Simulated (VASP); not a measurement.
# Ag (C2/m) in VASP: further runs, part 2 of 2

VASP 6.6.1.

## (4) Electric field gradients, PBEsol (shortest bond scaled by 0.58)

The input, INCAR:

```
ALGO = Normal
EDIFF = 1E-8
ENCUT = 520
GGA = PS
ISIF = 2
ISMEAR = -1
LASPH = True
LCHARG = False
LEFG = True
LREAL = False
LWAVE = False
NBANDS = 18
NELM = 80
PREC = Accurate
SIGMA = 0.05
```

The input, KPOINTS:

```
k-points
0
Gamma
  12 12 7
```

The input, POSCAR:

```
Ag
1.0
    2.9222991408      0.0000000000      0.0000000000
   -1.4611495704      2.5307852934      0.0000000000
    0.0000000000      0.0000000000      4.7016618100
Ag
2
Direct
    0.1933333333      0.5966666667      0.1450000000
    0.8066666667      0.4033333333      0.8550000000
```

Potentials or basis: VASP PAW PBE potentials, release 64 (Ag).

Command:

```
$ cat potpaw_PBE.64/Ag/POTCAR > POTCAR
$ mpirun -np 1 vasp_std > vasp.out
```

OUTCAR:

```text
EDIFF = 1E-8
   ENCUT = 520
   GGA = PS
   ISIF = 2
   ISMEAR = -1
   LASPH = True
   LREAL = False
   NELM = 80
   PREC = Accurate

 ion  position               nearest neighbor table
   1  0.193  0.597  0.145-   2 1.68   2 2.53   2 2.53   2 3.37   2 3.37   2 3.48
   2  0.807  0.403  0.855-   1 1.68   1 2.53   1 2.53   1 3.37   1 3.37   1 3.48

 -----------------------------------------------------------------------------
|                                                                             |
|           W    W    AA    RRRRR   N    N  II  N    N   GGGG   !!!           |
|           W    W   A  A   R    R  NN   N  II  NN   N  G    G  !!!           |
|           W    W  A    A  R    R  N N  N  II  N N  N  G       !!!           |
|           W WW W  AAAAAA  RRRRR   N  N N  II  N  N N  G  GGG   !            |
|           WW  WW  A    A  R   R   N   NN  II  N   NN  G    G                |
|           W    W  A    A  R    R  N    N  II  N    N   GGGG   !!!           |
|                                                                             |
|     The distance between some ions is very small. Please check the          |
|     nearest-neighbor list in the OUTCAR file.                               |
|     I HOPE YOU KNOW WHAT YOU ARE DOING!                                     |
|                                                                             |
 -----------------------------------------------------------------------------

  LATTYP: Found a hexagonal cell.
 ALAT       =     2.9222991408
 C/A-ratio  =     1.6088913501

  Lattice vectors:

 A1 = (   2.9222991408,   0.0000000000,   0.0000000000)
 A2 = (  -1.4611495704,   2.5307852934,   0.0000000000)
 A3 = (   0.0000000000,   0.0000000000,   4.7016618100)

Analysis of symmetry for initial positions (statically):
=====================================================================
 Subroutine PRICEL returns:
[... 683 lines left out ...]

------------------------ aborting loop because EDIFF is reached ----------------------------------------

  FORCE on cell =-STRESS in cart. coord.  units (eV):
  Direction    XX          YY          ZZ          XY          YZ          ZX
  --------------------------------------------------------------------------------------
  -------------------------------------------------------------------------------------
  Total       20.0831783      8.9909961     42.9710900      9.6061116     13.6108758     23.5747244
  in kB      925.3620112    414.2733835   1979.9562442    442.6157352    627.1411441   1086.2401384
  external PRESSURE =    1106.5305463 kB  Pullay stress =       0.0000000 kB

 VOLUME and BASIS-vectors are now :
 -----------------------------------------------------------------------------
  energy-cutoff  :      520.00
  volume of cell :       34.77
      direct lattice vectors                 reciprocal lattice vectors
     2.922299141  0.000000000  0.000000000     0.342196316  0.197567135  0.000000000
    -1.461149570  2.530785293  0.000000000     0.000000000  0.395134270  0.000000000
     0.000000000  0.000000000  4.701661810     0.000000000  0.000000000  0.212690755

 POSITION                                       TOTAL-FORCE (eV/Angst)
 -----------------------------------------------------------------------------------
     -0.30684      1.51004      0.68174        17.334407     10.008025     32.805624
      1.76799      1.02075      4.01992       -17.334407    -10.008025    -32.805624
 -----------------------------------------------------------------------------------
    total drift:                                0.000000      0.000000     -0.000000

  FREE ENERGIE OF THE ION-ELECTRON SYSTEM (eV)
  ---------------------------------------------------
  free  energy   TOTEN  =         5.8148606214 eV

  energy  without entropy=        5.8185866164  energy(sigma->0) =        5.81672362

 Electric field gradients (V/A^2)
---------------------------------------------------------------------
 ion       V_xx      V_yy      V_zz      V_xy      V_xz      V_yz
---------------------------------------------------------------------
   1     -44.266   -14.941    59.207   -25.397    -6.561    -3.788
   2     -44.266   -14.941    59.207   -25.397    -6.561    -3.788
---------------------------------------------------------------------

 Electric field gradients after diagonalization (V/A^2)
 (convention: |V_zz| > |V_xx| > |V_yy|)
----------------------------------------------------------------------
 ion       V_xx      V_yy      V_zz     asymmetry (V_yy - V_xx)/ V_zz
----------------------------------------------------------------------
   1     -59.413    -0.278    59.691       0.991
   2     -59.413    -0.278    59.691       0.991
----------------------------------------------------------------------

           NMR quadrupolar parameters

 Cq : quadrupolar parameter    Cq=e*Q*V_zz/h
 eta: asymmetry parameters     (V_yy - V_xx)/ V_zz
 Q  : nuclear electric quadrupole moment in mb (millibarn)
----------------------------------------------------------------------
 ion       Cq(MHz)       eta       Q (mb)
----------------------------------------------------------------------
   1       0.144       0.991       1.000
   2       0.144       0.991       1.000
----------------------------------------------------------------------
```

OSZICAR:

```text
N       E                     dE             d eps       ncg     rms          rms(c)
DAV:   1     0.141506719318E+03    0.14151E+03   -0.12025E+04  9988   0.122E+03
DAV:   2     0.792437958187E+01   -0.13358E+03   -0.12814E+03 10324   0.282E+02
DAV:   3     0.523009561950E+01   -0.26943E+01   -0.26873E+01 11596   0.440E+01
DAV:   4     0.521603152915E+01   -0.14064E-01   -0.14063E-01 10924   0.302E+00
DAV:   5     0.521586993309E+01   -0.16160E-03   -0.16160E-03 11078   0.332E-01    0.359E+01
DAV:   6     0.565576301989E+01    0.43989E+00   -0.55246E-01 10452   0.695E+00    0.231E+01
DAV:   7     0.581156064429E+01    0.15580E+00   -0.10782E-01 10282   0.246E+00    0.638E-01
DAV:   8     0.581460370856E+01    0.30431E-02   -0.99622E-03 10334   0.824E-01    0.171E-01
DAV:   9     0.581487270555E+01    0.26900E-03   -0.13987E-03 10568   0.241E-01    0.442E-02
DAV:  10     0.581486266412E+01   -0.10041E-04   -0.37650E-05 10784   0.445E-02    0.209E-02
DAV:  11     0.581486073446E+01   -0.19297E-05   -0.34160E-06 11212   0.138E-02    0.743E-03
DAV:  12     0.581486062609E+01   -0.10838E-06   -0.30770E-07 10608   0.408E-03    0.133E-03
DAV:  13     0.581486062137E+01   -0.47185E-08   -0.20130E-08  9908   0.110E-03
   1 F= 0.58148606E+01 E0= 0.58167236E+01  d E =-.372599E-02
```

stdout:

```text
POSCAR found type information on POSCAR Ag
 POSCAR found :  1 types and       2 ions
 scaLAPACK will be used
 -----------------------------------------------------------------------------
[... 42 lines left out ...]
     0.0000762     0.5415505     1.6436649     3.0258751     2.8469111     0.3126643
     0.0001049     0.5415505     1.6436648     3.0258751     2.8469110     0.3126643
     0.0001445     0.5415505     1.6436648     3.0258750     2.8469109     0.3126643

     0.0000553    26.0520256     7.5104182   -42.1987122    13.0084260    15.0411440
     0.0000762    26.0497656     7.5105075   -42.1927685    13.0085806    15.0398392
     0.0001049    26.0461291     7.5106184   -42.1832386    13.0087726    15.0377397
     0.0001445    26.0403016     7.5107426   -42.1680213    13.0089878    15.0343751
```

Run time: 2.1 min. Hardware: 1 thread of Intel Xeon 8259CL, shared host; peak memory 0.27 GiB.

What came out:

| Item | Value |
| --- | --- |
| Free energy | 5.8149 eV |
| Pressure | 110.7 GPa |
| Largest force | 38.430 eV/Å |
| Band gap on the k mesh | zero (bands 11 and 12 overlap by 5.24 eV) |
| Largest electric field gradient by atom | Ag +59.7 V/Å² |

Forces in eV/Å, atoms in the order of the input:
```
Ag   17.334  10.008  32.806
Ag  -17.334 -10.008 -32.806
```

Stress tensor (GPa, compression positive):
```
 92.54  44.26 108.62
 44.26  41.43  62.71
108.62  62.71 198.00
```

Levels at points of the mesh, in eV from the Fermi level:
```csv
k point,band 7,band 8,band 9,band 10,band 11,band 12,band 13,band 14,band 15,band 16
"(0.00, 0.00, 0.00)",-5.51,-3.36,-2.88,-2.00,-1.90,1.75,2.26,14.85,15.22,18.79
"(0.50, 0.00, 0.00)",-4.46,-4.27,-3.83,-1.99,-0.74,1.84,5.74,6.61,10.13,10.83
"(0.00, 0.50, 0.00)",-3.75,-3.11,-2.42,-1.84,-1.11,1.99,6.33,7.56,9.95,10.29
```

Electric field gradients, principal values (V/Å²):
```
atom   least   middle  greatest (by size)
1 Ag  -0.278  -59.413              59.691
2 Ag  -0.278  -59.413              59.691
```

Caveat: the cell differs from its parent crystal (shortest bond scaled by 0.58); atoms lie so close that the PAW spheres overlap strongly, which falsifies energies and pressures; the stress differs along the axes, from 41 to 198 GPa; without QUAD_EFG the Cq values of the log hold for a quadrupole moment of 1 mb, not for the nuclei; the PAW data sets were made with another functional, which shifts forces and pressure a little.

## (5) Electric field gradients, RPBE

The input, INCAR:

```
SYSTEM = Ag
  ALGO = Normal
  EDIFF = 1E-8
  ENCUT = 520
  GGA = RP
  ISIF = 2
  ISMEAR = -1
  ISYM = 0
  LASPH = .True.
  LCHARG = .False.
  LEFG = .True.
  LREAL = .False.
  LWAVE = .False.
  NBANDS = 18
  NELM = 80
  PREC = Accurate
  SIGMA = 0.05
```

The input, KPOINTS:

```
Automatic mesh
0
Gamma
  12 12 7
  0.5 0.5 0.5
```

The input, POSCAR:

```
Ag
1.0
    2.9222991408      0.0000000000      0.0000000000
   -1.4611495704      2.5307852934      0.0000000000
    0.0000000000      0.0000000000      4.7016618100
Ag
2
Direct
    0.2533333333      0.6266666667      0.1900000000
    0.7466666667      0.3733333333      0.8100000000
```

Potentials or basis: VASP PAW PBE potentials, release 64 (Ag).

Command:

```
$ cat potpaw_PBE.64/Ag/POTCAR > POTCAR
$ mpirun -np 1 vasp_std > vasp.out
```

OUTCAR:

```text
SYSTEM = Ag
   EDIFF = 1E-8
   ENCUT = 520
   GGA = RP
   ISIF = 2
   ISMEAR = -1
   ISYM = 0
   LASPH = .True.
   LREAL = .False.
   NELM = 80
   PREC = Accurate

 ion  position               nearest neighbor table
   1  0.253  0.627  0.190-   2 2.20   2 2.62   2 2.62   2 3.18   2 3.49   2 3.49
   2  0.747  0.373  0.810-   1 2.20   1 2.62   1 2.62   1 3.18   1 3.49   1 3.49

IMPORTANT INFORMATION: All symmetrisations will be switched off!
NOSYMM: (Re-)initialisation of all symmetry stuff for point group C_1.

----------------------------------------------------------------------------------------

                                     Primitive cell

  volume of cell :      34.7721

  direct lattice vectors                    reciprocal lattice vectors
     2.922299141  0.000000000  0.000000000     0.342196316  0.197567135  0.000000000
    -1.461149570  2.530785293  0.000000000     0.000000000  0.395134270  0.000000000
     0.000000000  0.000000000  4.701661810     0.000000000  0.000000000  0.212690755

  length of vectors
[... 659 lines left out ...]
    -1.461149570  2.530785293  0.000000000     0.000000000  0.395134270  0.000000000
     0.000000000  0.000000000  4.701661810     0.000000000  0.000000000  0.212690755

 POSITION                                       TOTAL-FORCE (eV/Angst)
 -----------------------------------------------------------------------------------
     -0.17534      1.58596      0.89332         2.742393      1.583322      7.608874
      1.63649      0.94483      3.80835        -2.742393     -1.583322     -7.608874
 -----------------------------------------------------------------------------------
    total drift:                               -0.000000     -0.000000     -0.000000

  FREE ENERGIE OF THE ION-ELECTRON SYSTEM (eV)
  ---------------------------------------------------
  free  energy   TOTEN  =        -2.4822911351 eV

  energy  without entropy=       -2.4772172851  energy(sigma->0) =       -2.47975421

 Electric field gradients (V/A^2)
---------------------------------------------------------------------
 ion       V_xx      V_yy      V_zz      V_xy      V_xz      V_yz
---------------------------------------------------------------------
   1      -2.745    12.302    -9.556   -13.033   -25.640   -14.803
   2      -2.745    12.302    -9.556   -13.033   -25.640   -14.803
---------------------------------------------------------------------

 Electric field gradients after diagonalization (V/A^2)
 (convention: |V_zz| > |V_xx| > |V_yy|)
----------------------------------------------------------------------
 ion       V_xx      V_yy      V_zz     asymmetry (V_yy - V_xx)/ V_zz
----------------------------------------------------------------------
   1      19.827    19.695   -39.522       0.003
   2      19.827    19.695   -39.522       0.003
----------------------------------------------------------------------

           NMR quadrupolar parameters

 Cq : quadrupolar parameter    Cq=e*Q*V_zz/h
 eta: asymmetry parameters     (V_yy - V_xx)/ V_zz
 Q  : nuclear electric quadrupole moment in mb (millibarn)
----------------------------------------------------------------------
 ion       Cq(MHz)       eta       Q (mb)
----------------------------------------------------------------------
   1      -0.096       0.003       1.000
   2      -0.096       0.003       1.000
----------------------------------------------------------------------
```

OSZICAR:

```text
N       E                     dE             d eps       ncg     rms          rms(c)
DAV:   1     0.130223886172E+03    0.13022E+03   -0.11861E+04 54488   0.122E+03
DAV:   2    -0.705101713640E+00   -0.13093E+03   -0.12477E+03 56406   0.272E+02
DAV:   3    -0.284277466554E+01   -0.21377E+01   -0.21312E+01 63018   0.394E+01
DAV:   4    -0.285064117302E+01   -0.78665E-02   -0.78659E-02 59848   0.227E+00
DAV:   5    -0.285072271774E+01   -0.81545E-04   -0.81544E-04 59968   0.246E-01    0.123E+01
DAV:   6    -0.251919298937E+01    0.33153E+00   -0.68487E-01 57130   0.866E+00    0.782E+00
DAV:   7    -0.248573145899E+01    0.33462E-01   -0.74962E-02 58378   0.223E+00    0.249E+00
DAV:   8    -0.248236189201E+01    0.33696E-02   -0.45190E-03 57632   0.568E-01    0.127E-01
DAV:   9    -0.248226254433E+01    0.99348E-04   -0.60247E-04 58346   0.156E-01    0.392E-02
DAV:  10    -0.248229270249E+01   -0.30158E-04   -0.39779E-05 60342   0.473E-02    0.195E-02
DAV:  11    -0.248229099111E+01    0.17114E-05   -0.23454E-06 58744   0.957E-03    0.212E-03
DAV:  12    -0.248229122354E+01   -0.23243E-06   -0.28858E-07 59358   0.451E-03    0.102E-03
DAV:  13    -0.248229114055E+01    0.82984E-07   -0.82459E-09 43320   0.811E-04    0.151E-04
DAV:  14    -0.248229112597E+01    0.14584E-07   -0.15790E-09 29006   0.319E-04    0.126E-04
DAV:  15    -0.248229113505E+01   -0.90840E-08   -0.16599E-10 28268   0.117E-04
   1 F= -.24822911E+01 E0= -.24797542E+01  d E =-.507385E-02
```

Wall time 12 min (1 thread of Intel Xeon 8259CL, shared host); peak memory 0.81 GiB.

What came out:

| Quantity | Value |
| --- | --- |
| Free energy | -2.4823 eV |
| Pressure | 35.5 GPa |
| Largest force | 8.242 eV/Å |
| Band gap on the k mesh | zero (bands 11 and 12 overlap by 5.81 eV) |
| Largest electric field gradient by atom | Ag -39.5 V/Å² |

Forces in eV/Å, atoms in the order of the input:
```
Ag   2.742  1.583  7.609
Ag  -2.742 -1.583 -7.609
```

Electric field gradients, principal values (V/Å²):
| atom | least | middle | greatest (by size) |
| --- | --- | --- | --- |
| 1 Ag | 19.695 | 19.827 | -39.522 |
| 2 Ag | 19.695 | 19.827 | -39.522 |

Caveat: the stress differs along the axes, from 19 to 57 GPa; without QUAD_EFG the Cq values of the log hold for a quadrupole moment of 1 mb, not for the nuclei; the PAW data sets were made with another functional, which shifts forces and pressure a little.

## (6) Overview

```tsv
level	cell	k mesh	gap on the mesh (eV)	pressure (GPa)	largest force (eV/Å)
PBEsol	as given, atomic positions A	12 × 12 × 7	none	24.2	7.56
PBEsol	as given, atomic positions B	12 × 12 × 7	none	47.4	14.49
PBEsol	as given, atomic positions C	12 × 12 × 7	none	110.7	38.43
RPBE	as given, atomic positions A	12 × 12 × 7, shifted	none	35.5	8.24
```

Alike in all rows: task electric field gradients; potentials or basis VASP PAW PBE potentials, release 64 (Ag); no spin polarisation; cutoff (eV) 520; smearing fermi-dirac 0.05 eV.

Caveats: the PAW data sets were made with another functional, which shifts forces and pressure a little; atoms lie so close that the PAW spheres overlap strongly, which falsifies energies and pressures (at least some runs); the stress differs along the axes, from 8 to 45 GPa (at least some runs); the stress differs along the axes, from 17 to 86 GPa (at least some runs); the stress differs along the axes, from 41 to 198 GPa (at least some runs); the stress differs along the axes, from 19 to 57 GPa (at least some runs).

Absolute energies hang on the potentials; compare differences alone.
